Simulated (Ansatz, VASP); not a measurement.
## Two plane-wave programs on Ag

POSCAR

```
Ag
1.0
    2.9299980804      0.0000000000      0.0000000000
   -1.4649990402      2.6516381454      0.0000000000
    0.0000000000      0.0000000000      4.7900000000
Ag
2
Direct
    0.3333333333      0.6666666667      0.2500000000
    0.6666666667      0.3333333333      0.7500000000
```

File INCAR.step1:

```
PREC     = Accurate       # precision mode
ENCUT    = 520            # plane-wave cutoff, eV
ISMEAR   = 0              # smearing method
SIGMA    = 0.15           # smearing width, eV
LREAL    = F              # projectors in reciprocal space
LASPH    = T              # aspherical terms in the spheres
NELM     = 60             # most SCF steps
NBANDS   = 18             # bands
GGA      = PE             # functional
ALGO     = Normal         # electronic algorithm
EDIFF    = 1E-4           # SCF threshold, eV
LWAVE    = T              # write WAVECAR
LCHARG   = F              # write CHGCAR
```

INCAR.step2

```
PREC     = Accurate       # precision mode
ENCUT    = 520            # plane-wave cutoff, eV
EDIFF    = 1E-6           # SCF threshold, eV
ISMEAR   = 0              # smearing method
SIGMA    = 0.15           # smearing width, eV
LREAL    = F              # projectors in reciprocal space
LASPH    = T              # aspherical terms in the spheres
NELM     = 60             # most SCF steps
ALGO     = Normal         # electronic algorithm
ISIF     = 2              # what is computed and relaxed
LWAVE    = F              # write WAVECAR
LCHARG   = F              # write CHGCAR
METAGGA  = R2SCAN         # meta-GGA
LMIXTAU  = T            
NBANDS   = 18             # bands
ISTART   = 1
```

File KPOINTS:

```
Automatic mesh
0
Gamma
  18 18 10
```

Input for Ansatz:

```yaml
crystal:
  lattice:
    - [2.9299980804, 0.0, 0.0]
    - [-1.4649990402, 2.6516381454, 0.0]
    - [0.0, 0.0, 4.79]
  atoms:
    - { symbol: Ag, position: [0.3333333333, 0.6666666667, 0.25] }
    - { symbol: Ag, position: [0.6666666667, 0.3333333333, 0.75] }
basis:
  ecutwfc: 500
kpoints:
  mp_grid: { grid: [18, 18, 10] }
hamiltonian:
  xc: r2scan
scf:
  occupations: { method: gaussian, width: 0.15 }
output:
  forces: true
  stress: true
  eigenvalues: true
```

Change from the starting cell: strain +0.0450 x Voigt [0, 1, 0, 0, 0, 0], atoms carried along.

Alike in both runs: task single point; functional r2SCAN; k mesh 18 × 18 × 10; occupations gaussian, width 0.15 eV; no spin polarisation.

|  | VASP | Ansatz |
| --- | --- | --- |
| version | VASP 6.6.1 | Ansatz 0.2.0 |
| potentials or method | VASP PAW PBE potentials, release 64 (Ag), cutoff 520 eV | scalar-relativistic, plane waves, PAW |
| valence electrons in the cell | 22 | 38 |

|  | VASP | Ansatz | Ansatz less VASP |
| --- | --- | --- | --- |
| gap on the k mesh at the Fermi level (eV) | none | none | - |
| pressure (GPa) | -5.8 | -5.8 | -0.05 |
| traceless stress, the component that is largest in VASP (GPa) | -1.74 | -1.72 | +0.018 |
| rms of the force components (eV/Å) | 0.024 | 0.024 | -0.0003 |

VASP's potentials were made for PBE, not for r2SCAN. Atom by atom the forces differ by 0.000 eV/Å (rms over components). A gap of «none» marks a metal or a gap that the smearing closes. With one functional, cell and mesh, what is left measures potentials, basis and numerics. VASP's potentials hold 22 valence electrons a cell and Ansatz's 38, so a difference there can come from the potentials and not from the codes.
